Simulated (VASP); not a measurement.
Crystal: PbO2 (Plattnerite).

```xyz
6
Lattice="5.0819 0.0000 0.0000 0.0000 5.0819 0.0000 0.0000 0.0000 3.4417" Properties=species:S:1:pos:R:3 pbc="T T T"
Pb    0.0000    0.0000    0.0000
Pb    2.5410    2.5410    1.7208
O     1.5651    1.5651    0.0000
O     0.9758    4.1061    1.7208
O     3.5168    3.5168    0.0000
O     4.1061    0.9758    1.7208
```

* Program: VASP 6.6.1
* Task: relaxation of cell and atoms
* Functional: r2SCAN
* Potentials or basis: VASP PAW PBE potentials, release 64 (Pb_d, O)
* Cutoff: 600 eV
* k mesh: 4 × 4 × 6
* Occupations: fermi-dirac, width 0.02 eV
* Spin: no spin polarisation

At the start: pressure -5.5 GPa; volume 14.81 Å³/atom.

Problem. Where does the relaxation end?

Solution. Over 9 steps the energy falls by 11.4 meV/atom and the volume is 14.17 Å³/atom (-4.3 %); space group P4_2/mnm (No. 136, to 0.05 Å).

The path:
```
step  energy change (eV)  largest force (eV/Å)  pressure (GPa)  volume (Å³)
   1              0.0000                0.0306           -5.54        88.88
   2             -0.0121                0.2349            5.72        82.46
   3             -0.0637                0.0995           -0.08        85.39
   4             -0.0637                0.1024            0.04        85.32
   5             -0.0670                0.0350            0.08        85.14
   6             -0.0679                0.0276            0.15        84.96
   7             -0.0682                0.0163           -0.17        85.12
   8             -0.0682                0.0168           -0.14        85.11
   9             -0.0683                0.0050            0.00        85.02
```

Final structure:
```yaml
crystal:
  lattice:
    - [4.98882, 0.00000, 0.00000]
    - [0.00000, 4.98882, 0.00000]
    - [0.00000, 0.00000, 3.41599]
  atoms:
    - { symbol: Pb, position: [0.00000, 0.00000, 0.00000] }
    - { symbol: Pb, position: [0.50000, 0.50000, 0.50000] }
    - { symbol: O, position: [0.30723, 0.30723, 0.00000] }
    - { symbol: O, position: [0.19277, 0.80723, 0.50000] }
    - { symbol: O, position: [0.69277, 0.69277, 0.00000] }
    - { symbol: O, position: [0.80723, 0.19277, 0.50000] }
```

Caveat: the PAW data sets were made with another functional, which shifts forces and pressure a little.
